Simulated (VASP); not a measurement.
# Ba (I4/mmm) in VASP: further runs

Ba is run at these levels: LDA; tasks: single point.

Everything below comes from runs of VASP 6.6.1. Logs are shortened: lines on timing, memory, paths and dates and some standing lists are left out, and cuts for length are marked.

**1. The cell of the first run**

The structure is tetragonal, space group I4/mmm (No. 139). The conventional cell has a = 4.600 Å, b = 4.600 Å, c = 5.000 Å, α = 90.00°, β = 90.00°, γ = 90.00°. Within 5.4 Å of Ba (site symmetry 4/mmm) lie 14 Ba at 4.10 to 5.00 Å.

**2. Single point, LDA (strain -0.080 along x and y, +0.000 along z)**

Contents of INCAR:

```
SYSTEM = Ba
PREC = Accurate
ENCUT = 520
EDIFF = 1E-6
ISMEAR = 0
SIGMA = 0.15
LREAL = .FALSE.
LASPH = .TRUE.
NELM = 80
ALGO = Fast
ISIF = 2
LWAVE = .FALSE.
LCHARG = .FALSE.
NBANDS = 11
```

Contents of KPOINTS:

```
Automatic mesh
0
G
  14 14 14
  0 0 0
```

Contents of POSCAR:

```
Ba
1.0
   -2.3000000000      2.3000000000      2.5000000000
    2.3000000000     -2.3000000000      2.5000000000
    2.3000000000      2.3000000000     -2.5000000000
Ba
1
Direct
    0.0000000000      0.0000000000      0.0000000000
```

Potentials or basis: VASP PAW LDA potentials, release 64 (Ba_sv).

Started as:

```sh
$ cat potpaw_LDA.64/Ba_sv/POTCAR > POTCAR
$ mpirun -np 1 vasp_std > vasp.out
```

OUTCAR:

```text
SYSTEM = Ba
   PREC = Accurate
   ENCUT = 520
   EDIFF = 1E-6
   ISMEAR = 0
   LREAL = .FALSE.
   LASPH = .TRUE.
   NELM = 80
   ISIF = 2

 ion  position               nearest neighbor table
   1  0.000  0.000  0.000-

  LATTYP: Found a body centered tetragonal cell.
 ALAT       =     4.6000000000
 C/A-ratio  =     1.0869565217

  Lattice vectors:

 A1 = (  -2.3000000000,   2.3000000000,   2.5000000000)
 A2 = (   2.3000000000,  -2.3000000000,   2.5000000000)
 A3 = (   2.3000000000,   2.3000000000,  -2.5000000000)

Analysis of symmetry for initial positions (statically):
=====================================================================
 Subroutine PRICEL returns:
 Original cell was already a primitive cell.

 Routine SETGRP: Setting up the symmetry group for a
 body centered tetragonal supercell.

 Subroutine GETGRP returns: Found 16 space group operations
 (whereof 16 operations were pure point group operations)
 out of a pool of 16 trial point group operations.

The static configuration has the point symmetry D_4h.

Analysis of symmetry for dynamics (positions and initial velocities):
=====================================================================
 Subroutine PRICEL returns:
 Original cell was already a primitive cell.

 Routine SETGRP: Setting up the symmetry group for a
 body centered tetragonal supercell.

 Subroutine GETGRP returns: Found 16 space group operations
 (whereof 16 operations were pure point group operations)
 out of a pool of 16 trial point group operations.

The dynamic configuration has the point symmetry D_4h.

 Subroutine INISYM returns: Found 16 space group operations
 (whereof 16 operations are pure point group operations),
 and found     1 'primitive' translations

----------------------------------------------------------------------------------------

                                     Primitive cell

  volume of cell :      52.9000

  direct lattice vectors                    reciprocal lattice vectors
    -2.300000000  2.300000000  2.500000000     0.000000000  0.217391304  0.200000000
     2.300000000 -2.300000000  2.500000000     0.217391304  0.000000000  0.200000000
     2.300000000  2.300000000 -2.500000000     0.217391304  0.217391304  0.000000000

  length of vectors
     4.102438299  4.102438299  4.102438299     0.295396309  0.295396309  0.307437731

  position of ions in fractional coordinates (direct lattice)
     0.000000000  0.000000000  0.000000000

  ion indices of the primitive-cell ions
   primitive index   ion index
                 1           1
[... 80 lines left out ...]
   POTIM  = 0.5000    time-step for ionic-motion
   TEBEG  =    0.0;   TEEND  =   0.0 temperature during run
   PSTRESS=    0.0 pullay stress
   NELECT =      10.0000    total number of electrons
   NUPDOWN=      -1.0000    fix difference up-down
   EMIN   =  10.00;   EMAX   =-10.00  energy-range for DOS
   EFERMI =   0.00;   METHOD = LEGACY
   ISMEAR =     0;   SIGMA  =   0.15  broadening in eV -4-tet -1-fermi 0-gaus
   EFERMI_NEDOS =   21; number of points for ismear=-14 and -15
   IALGO  =     68    algorithm
   IMIX   =      4    mixing-type and parameters
     AMIX     =   0.40;   BMIX     =  1.00
     AMIX_MAG =   1.60;   BMIX_MAG =  1.00
  volume/ion in A,a.u.               =      52.90       356.99
  Fermi-wavevector in a.u.,A,eV,Ry     =   0.939557  1.775504 12.010768  0.882767
  Thomas-Fermi vector in A             =   2.066880
   LORBIT       =      0    0 simple, 1 ext, 2 COOP (PROOUT), +10 PAW based schemes
   GGA     = CA    functional components
   LHFCALC =     F    Hartree Fock is set to
   AEXX    =    0.0000 exact exchange contribution
   IVDW    =     0    specifies the selected vdW correction
   LEPSILON=     F    determine dielectric tensor
   LRPA    =     F    only Hartree local field effects (RPA)
 non-spin polarized calculation
 RMM-DIIS sequential band-by-band and
 Gauss-broadening in eV      SIGMA  =   0.15
  energy-cutoff  :      520.00
  volume of cell :       52.90
 maximum number of plane-waves:      1449
   NGX = 15   NGY = 15   NGZ = 15

 number of electron      10.0000000 magnetization

 Free energy of the ion-electron system (eV)
  ---------------------------------------------------
  ext. energy  EPLUGINS =         0.00000000
  ---------------------------------------------------
  free energy    TOTEN  =        -2.25136874 eV

  energy without entropy =       -2.23796098  energy(sigma->0) =       -2.24466486

 E-fermi :   2.0477     XC(G=0):  -8.2050

 val. band max:        2.0456764888   @ k =  -0.2857   0.4286   0.2857
 cond. band min:       2.0498890344   @ k =  -0.3571   0.3571   0.2857
 fundamental gap:      0.0042125456
 Fermi energy:         2.0476675191

 k-point     1 :       0.0000    0.0000    0.0000
  band No.  band energies     occupation
      1     -26.5127      2.00000
      2     -11.3343      2.00000
      3     -11.3331      2.00000
      4     -11.3331      2.00000
      5      -0.7636      2.00000
      6       3.8359      0.00000
      7       3.8359      0.00000
      8       4.4094      0.00000
      9       5.2614      0.00000
     10       6.0980      0.00000
     11       9.0972      0.00000
[... 309 lines left out ...]
 k-point    24 :       0.2857    0.1429    0.0000
  band No.  band energies     occupation
      1     -26.4335      2.00000
      2     -11.9800      2.00000
      3     -11.5726      2.00000
      4     -11.3758      2.00000
      5       1.2395      2.00000
      6       2.8854      0.00000
      7       3.1472      0.00000
      8       5.3218      0.00000
      9       5.8944      0.00000
     10       7.2962      0.00000
     11       9.3049      0.00000

 [... further k-points ...]

------------------------ aborting loop because EDIFF is reached ----------------------------------------

  FORCE on cell =-STRESS in cart. coord.  units (eV):
  Direction    XX          YY          ZZ          XY          YZ          ZX
  --------------------------------------------------------------------------------------
  -------------------------------------------------------------------------------------
  Total        0.1429940      0.1429940      0.0166372      0.0000000      0.0000000      0.0000000
  in kB        4.3308456      4.3308456      0.5038882      0.0000000      0.0000000      0.0000000
  external PRESSURE =       3.0551931 kB  Pullay stress =       0.0000000 kB

 VOLUME and BASIS-vectors are now :
 -----------------------------------------------------------------------------
  energy-cutoff  :      520.00
  volume of cell :       52.90
      direct lattice vectors                 reciprocal lattice vectors
    -2.300000000  2.300000000  2.500000000     0.000000000  0.217391304  0.200000000
     2.300000000 -2.300000000  2.500000000     0.217391304  0.000000000  0.200000000
     2.300000000  2.300000000 -2.500000000     0.217391304  0.217391304  0.000000000

 POSITION                                       TOTAL-FORCE (eV/Angst)
 -----------------------------------------------------------------------------------
      0.00000      0.00000      0.00000         0.000000     -0.000000     -0.000000
 -----------------------------------------------------------------------------------
    total drift:                                0.000000      0.000000      0.000000

  FREE ENERGIE OF THE ION-ELECTRON SYSTEM (eV)
  ---------------------------------------------------
  free  energy   TOTEN  =        -2.2513687423 eV

  energy  without entropy=       -2.2379609816  energy(sigma->0) =       -2.24466486
```

OSZICAR:

```text
N       E                     dE             d eps       ncg     rms          rms(c)
DAV:   1     0.510557983243E+02    0.51056E+02   -0.44775E+03  5368   0.772E+02
DAV:   2     0.805457964058E-01   -0.50975E+02   -0.49540E+02  6447   0.139E+02
DAV:   3    -0.219299615969E+01   -0.22735E+01   -0.22538E+01  6862   0.292E+01
DAV:   4    -0.226214257025E+01   -0.69146E-01   -0.69058E-01  7007   0.470E+00
DAV:   5    -0.226414420297E+01   -0.20016E-02   -0.20015E-02  7190   0.626E-01    0.211E+00
RMM:   6    -0.225570186553E+01    0.84423E-02   -0.48742E-03  6157   0.650E-01    0.124E+00
RMM:   7    -0.225112944571E+01    0.45724E-02   -0.14601E-02  7006   0.994E-01    0.571E-02
RMM:   8    -0.225130973930E+01   -0.18029E-03   -0.13554E-03  7861   0.245E-01    0.417E-02
RMM:   9    -0.225136540260E+01   -0.55663E-04   -0.38317E-04  8292   0.103E-01    0.161E-02
RMM:  10    -0.225136824649E+01   -0.28439E-05   -0.40879E-05  8345   0.290E-02    0.471E-03
RMM:  11    -0.225136874229E+01   -0.49580E-06   -0.85859E-06  6683   0.118E-02
   1 F= -.22513687E+01 E0= -.22446649E+01  d E =-.134078E-01
```

Run time: 99 s. Hardware: 1 thread of Intel Xeon 8259CL, shared host; peak memory 0.26 GiB.

What came out:

| Property | Result |
| --- | --- |
| Free energy | -2.2514 eV |
| Pressure | 0.3 GPa |
| Band gap on the k mesh | zero (bands 5 and 6 overlap by 1.22 eV) |

Stress tensor (GPa, compression positive):
```
0.43 0.00 0.00
0.00 0.43 0.00
0.00 0.00 0.05
```

Caveat: the cell differs from its parent crystal (strain -0.080 along x and y, +0.000 along z); spin-orbit coupling is left out, which moves the levels of the heavy elements.

**3. Single point, LDA (strain -0.080 along x and y, +0.040 along z)**

Contents of INCAR:

```
ALGO = Fast ; EDIFF = 1E-7
ENCUT = 520 ; GGA = CA
ISIF = 2 ; ISMEAR = 0
LASPH = True ; LCHARG = True
LELF = True ; LREAL = False
LVHAR = True ; LWAVE = False
NBANDS = 11 ; NELM = 100
PREC = Accurate ; SIGMA = 0.15
```

Contents of KPOINTS:

```
k-points
0
Gamma
  14 14 14
```

Contents of POSCAR:

```
Ba
1.0
   -2.3000000000      2.3000000000      2.6000000000
    2.3000000000     -2.3000000000      2.6000000000
    2.3000000000      2.3000000000     -2.6000000000
Ba
1
Direct
    0.0000000000      0.0000000000      0.0000000000
```

Potentials or basis: VASP PAW LDA potentials, release 64 (Ba_sv).

Started as:

```sh
$ cat potpaw_LDA.64/Ba_sv/POTCAR > POTCAR
$ mpirun -np 1 vasp_std > vasp.out
```

OUTCAR:

```text
EDIFF = 1E-7
   ENCUT = 520
   GGA = CA
   ISIF = 2
   ISMEAR = 0
   LASPH = True
   LREAL = False
   NELM = 100
   PREC = Accurate

 ion  position               nearest neighbor table
   1  0.000  0.000  0.000-

  LATTYP: Found a body centered tetragonal cell.
 ALAT       =     4.6000000000
 C/A-ratio  =     1.1304347826

  Lattice vectors:

 A1 = (  -2.3000000000,   2.3000000000,   2.6000000000)
 A2 = (   2.3000000000,  -2.3000000000,   2.6000000000)
 A3 = (   2.3000000000,   2.3000000000,  -2.6000000000)

Analysis of symmetry for initial positions (statically):
=====================================================================
 Subroutine PRICEL returns:
 Original cell was already a primitive cell.

 Routine SETGRP: Setting up the symmetry group for a
 body centered tetragonal supercell.

 Subroutine GETGRP returns: Found 16 space group operations
 (whereof 16 operations were pure point group operations)
 out of a pool of 16 trial point group operations.

The static configuration has the point symmetry D_4h.

Analysis of symmetry for dynamics (positions and initial velocities):
[... 165 lines left out ...]
 k-point     1 :       0.0000    0.0000    0.0000
  band No.  band energies     occupation
      1     -26.7094      2.00000
      2     -11.5711      2.00000
      3     -11.5700      2.00000
      4     -11.5700      2.00000
      5      -0.9056      2.00000
      6       3.6151      0.00000
      7       3.6151      0.00000
      8       4.4026      0.00000
      9       4.8306      0.00000
     10       5.9490      0.00000
     11       8.6907      0.00000
[... 309 lines left out ...]
 k-point    24 :       0.2857    0.1429    0.0000
  band No.  band energies     occupation
      1     -26.6429      2.00000
      2     -12.1417      2.00000
      3     -11.7785      2.00000
      4     -11.6068      2.00000
      5       1.0526      2.00000
      6       2.7389      0.00000
      7       3.0059      0.00000
      8       4.9482      0.00000
      9       5.5328      0.00000
     10       7.0138      0.00000
     11       8.9089      0.00000

 [... further k-points ...]

------------------------ aborting loop because EDIFF is reached ----------------------------------------

  FORCE on cell =-STRESS in cart. coord.  units (eV):
  Direction    XX          YY          ZZ          XY          YZ          ZX
  --------------------------------------------------------------------------------------
  -------------------------------------------------------------------------------------
  Total        0.0098930      0.0098930     -0.1278653      0.0000000     -0.0000000      0.0000000
  in kB        0.2881049      0.2881049     -3.7236956      0.0000000     -0.0000000      0.0000000
  external PRESSURE =      -1.0491619 kB  Pullay stress =       0.0000000 kB

 VOLUME and BASIS-vectors are now :
 -----------------------------------------------------------------------------
  energy-cutoff  :      520.00
  volume of cell :       55.02
      direct lattice vectors                 reciprocal lattice vectors
    -2.300000000  2.300000000  2.600000000     0.000000000  0.217391304  0.192307692
     2.300000000 -2.300000000  2.600000000     0.217391304  0.000000000  0.192307692
     2.300000000  2.300000000 -2.600000000     0.217391304  0.217391304  0.000000000

 POSITION                                       TOTAL-FORCE (eV/Angst)
 -----------------------------------------------------------------------------------
      0.00000      0.00000      0.00000        -0.000000      0.000000     -0.000000
 -----------------------------------------------------------------------------------
    total drift:                               -0.000000      0.000000     -0.000000

  FREE ENERGIE OF THE ION-ELECTRON SYSTEM (eV)
  ---------------------------------------------------
  free  energy   TOTEN  =        -2.2490527134 eV

  energy  without entropy=       -2.2350318898  energy(sigma->0) =       -2.24204230
```

OSZICAR:

```text
N       E                     dE             d eps       ncg     rms          rms(c)
DAV:   1     0.513728231990E+02    0.51373E+02   -0.44659E+03  5368   0.772E+02
DAV:   2     0.169608873070E+00   -0.51203E+02   -0.49758E+02  6524   0.137E+02
DAV:   3    -0.218493744800E+01   -0.23545E+01   -0.23364E+01  6932   0.298E+01
DAV:   4    -0.225784885100E+01   -0.72911E-01   -0.72751E-01  7038   0.468E+00
DAV:   5    -0.225998863931E+01   -0.21398E-02   -0.21394E-02  7266   0.632E-01    0.199E+00
RMM:   6    -0.225283048089E+01    0.71582E-02   -0.39634E-03  5982   0.609E-01    0.118E+00
RMM:   7    -0.224880717021E+01    0.40233E-02   -0.12464E-02  6926   0.960E-01    0.540E-02
RMM:   8    -0.224899550161E+01   -0.18833E-03   -0.13733E-03  7970   0.231E-01    0.362E-02
RMM:   9    -0.224904836040E+01   -0.52859E-04   -0.33009E-04  8170   0.899E-02    0.111E-02
RMM:  10    -0.224905230574E+01   -0.39453E-05   -0.36487E-05  8748   0.251E-02    0.536E-03
RMM:  11    -0.224905252153E+01   -0.21579E-06   -0.60520E-06  8703   0.120E-02    0.797E-04
RMM:  12    -0.224905267323E+01   -0.15171E-06   -0.11997E-06  7225   0.463E-03    0.239E-04
RMM:  13    -0.224905271336E+01   -0.40130E-07   -0.34471E-07  5565   0.212E-03
   1 F= -.22490527E+01 E0= -.22420423E+01  d E =-.140208E-01
```

stdout:

```text
POSCAR found type information on POSCAR Ba
 POSCAR found :  1 types and       1 ions
 scaLAPACK will be used
 LDA part: xc-table for (Slater(with rela. corr.)+CA(PZ))
 , standard interpolation
 POSCAR, INCAR and KPOINTS ok, starting setup
 FFT: planning ... GRIDC
 FFT: planning ... GRID_SOFT
 FFT: planning ... GRID
 WAVECAR not read
 entering main loop
WARNING in EDDRMM: call to ZHEGV failed, returncode =   8  4      8
WARNING in EDDRMM: call to ZHEGV failed, returncode =   8  4      5
WARNING in EDDRMM: call to ZHEGV failed, returncode =   6  3      8
WARNING in EDDRMM: call to ZHEGV failed, returncode =   6  3      5
WARNING in EDDRMM: call to ZHEGV failed, returncode =   6  3      6
WARNING in EDDRMM: call to ZHEGV failed, returncode =   6  3     10
WARNING in EDDRMM: call to ZHEGV failed, returncode =   6  3      8
WARNING in EDDRMM: call to ZHEGV failed, returncode =   8  4      8
WARNING in EDDRMM: call to ZHEGV failed, returncode =   6  3      7
```

Run time: 2.2 min. Hardware: 1 thread of Intel Xeon 8259CL, shared host; peak memory 0.27 GiB.

What came out:

```yaml
Free_energy: -2.2491 eV
Pressure: -0.1 GPa
Band_gap_on_the_k_mesh: zero (bands 5 and 6 overlap by 1.01 eV)
```

Stress tensor (GPa, compression positive):
```
 0.03  0.00  0.00
 0.00  0.03  0.00
 0.00  0.00 -0.37
```

Levels at points of the mesh, in eV from the Fermi level:
| k point | band 3 | band 4 | band 5 | band 6 | band 7 | band 8 |
| --- | --- | --- | --- | --- | --- | --- |
| (0.00, 0.00, 0.00) | -13.48 | -13.48 | -2.82 | 1.70 | 1.70 | 2.49 |
| (0.50, 0.00, 0.00) | -13.67 | -13.49 | -1.03 | 0.92 | 1.66 | 2.85 |
| (0.50, 0.50, 0.00) | -13.75 | -13.55 | -1.00 | 0.11 | 2.09 | 4.32 |
| (0.50, 0.50, 0.50) | -13.90 | -13.90 | -0.86 | -0.63 | 4.17 | 5.18 |

Caveat: the cell differs from its parent crystal (strain -0.080 along x and y, +0.040 along z); spin-orbit coupling is left out, which moves the levels of the heavy elements.

(Part 1 of 2 ends here.)
